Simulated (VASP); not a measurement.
Wanted: the native input for a VASP 6.6.1 run.

* Task: relaxation of cell and atoms
* Functional: PBE
* Potentials or basis: VASP PAW PBE potentials, release 64 (Ta_pv, Al)
* Cutoff: 600 eV
* k mesh: 4 × 4 × 4
* Occupations: gaussian, width 0.1 eV
* Spin: no spin polarisation
* Dipole correction: no
* Further INCAR settings: ALGO = Fast; EDIFF = 1e-07; IBRION = 2; EDIFFG = -0.04; NSW = 90; ISIF = 3

The structure of TaAl4 lies in POSCAR:

```
TaAl4
1.0
    5.5723754400      0.0000000000      0.0000000000
    0.0000000000      5.5723754400      0.0000000000
    0.0000000000      0.0000000000      5.0366764200
Ta Al
2 8
Direct
    0.5000000000      0.5000000000      0.0000000000
    0.0000000000      0.0000000000      0.0000000000
    0.6738500600      0.8261499400      0.2517777400
    0.8261499400      0.3261499400      0.2517777400
    0.1738500600      0.3261499400      0.7482222600
    0.8261499400      0.6738500600      0.7482222600
    0.6738500600      0.1738500600      0.7482222600
    0.3261499400      0.8261499400      0.7482222600
    0.3261499400      0.1738500600      0.2517777400
    0.1738500600      0.6738500600      0.2517777400
```

The cell was generated, and may not be a known phase.

One way to write it, as run:

INCAR

```
SYSTEM = TaAl4
PREC = Accurate
ENCUT = 600
EDIFF = 1E-7
ISMEAR = 0
SIGMA = 0.1
LREAL = .False.
LASPH = .True.
NELM = 100
ALGO = Fast
ISIF = 3
LWAVE = .False.
LCHARG = .False.
GGA = PE
IBRION = 2
NSW = 90
EDIFFG = -0.04
```

KPOINTS

```
Automatic mesh
0
Gamma
  4 4 4
  0 0 0
```

Potentials or basis: VASP PAW PBE potentials, release 64 (Ta_pv, Al).

Launch:

```bash
$ cat potpaw_PBE.64/Ta_pv/POTCAR potpaw_PBE.64/Al/POTCAR > POTCAR
$ mpirun -np 1 vasp_std > vasp.out
```

It gave:

The relaxed volume is 18.47 Å³/atom, the relaxed cell is a = 5.377 Å, b = 5.377 Å, c = 6.388 Å, α = 90.00°, β = 90.00°, γ = 90.00° and the space group after relaxing (to 0.1 Å) is P4/nbm (No. 125). The energy gained by relaxing is 681.4 meV/atom. The ionic steps are 15 and the pressure after relaxing is 0.1 GPa. The largest force after relaxing is 0.020 eV/Å. The band gap on the k mesh is zero (bands 23 and 24 overlap by 1.27 eV).

Caveat: the volume moved by over 15 % at a fixed basis, so the end points are rough; spin-orbit coupling is left out, which moves the levels of the heavy elements.

It took 42 min on 1 thread of Intel Xeon 8259CL, with other jobs on the host, peak memory 0.36 GiB.
